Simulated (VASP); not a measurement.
A run of VASP 6.6.1 is set up as follows.

File INCAR:

```
PREC     = Accurate       # precision mode
ENCUT    = 600            # plane-wave cutoff, eV
EDIFF    = 1E-6           # SCF threshold, eV
ISMEAR   = 0              # smearing method
SIGMA    = 0.1            # smearing width, eV
LREAL    = F              # projectors in reciprocal space
LASPH    = T              # aspherical terms in the spheres
NELM     = 200            # most SCF steps
ALGO     = Normal         # electronic algorithm
ISIF     = 2              # what is computed and relaxed
LWAVE    = F              # write WAVECAR
LCHARG   = F              # write CHGCAR
ISPIN    = 2              # spin polarisation
MAGMOM   = 0 0 0 0 0 0 0 0 0.9 0.9 0.9 0.9 # initial moments
LORBIT   = 11             # projections on sites
GGA      = PS             # functional
NBANDS   = 46             # bands
GGA_COMPAT= F            
KPAR     = 4
```

KPOINTS

```
regular mesh
0
Gamma
  4 12 8
```

The input POSCAR:

```
AlO2
1.0
    9.2912235333      0.0000000000      0.0000000000
    0.0000000000      2.8947154377      0.0000000000
    0.0000000000      0.0000000000      4.8437879110
Al O
4 8
Direct
    0.1629307226      0.2500000000      0.9618831807
    0.8370692774      0.7500000000      0.0381168193
    0.3370692774      0.7500000000      0.4618831807
    0.6629307226      0.2500000000      0.5381168193
    0.7699440978      0.2500000000      0.2264623564
    0.2300559022      0.7500000000      0.7735376436
    0.7300559022      0.7500000000      0.7264623564
    0.2699440978      0.2500000000      0.2735376436
    0.9676607349      0.2500000000      0.8481071528
    0.0323392651      0.7500000000      0.1518928472
    0.5323392651      0.7500000000      0.3481071528
    0.4676607349      0.2500000000      0.6518928472
```

Potentials or basis: VASP PAW PBE potentials, release 64 (Al, O).

Launch:

```sh
$ cat potpaw_PBE.64/Al/POTCAR potpaw_PBE.64/O/POTCAR > POTCAR
$ mpirun -np 4 vasp_std > vasp.out
```

Task: Predict the site moments.

Result: Al -0.01; O +0.07, +0.80 (each value once) μB.

Task: Estimate the pressure.

Result: -2.2 GPa.

Task: What does it give for the net moment?

Result: 4.00 μB per cell.

Forces on the atoms (eV/Å):
```
Al   0.000  0.000  0.003
Al   0.000  0.000 -0.003
Al   0.000  0.000  0.003
Al   0.000  0.000 -0.003
O   -0.004  0.000  0.004
O    0.004  0.000 -0.004
O    0.004  0.000  0.004
O   -0.004  0.000 -0.004
O   -0.005  0.000  0.002
O    0.005  0.000 -0.002
O    0.005  0.000  0.002
O   -0.005  0.000 -0.002
```

Caveat: the PAW data sets were made with another functional, which shifts forces and pressure a little.
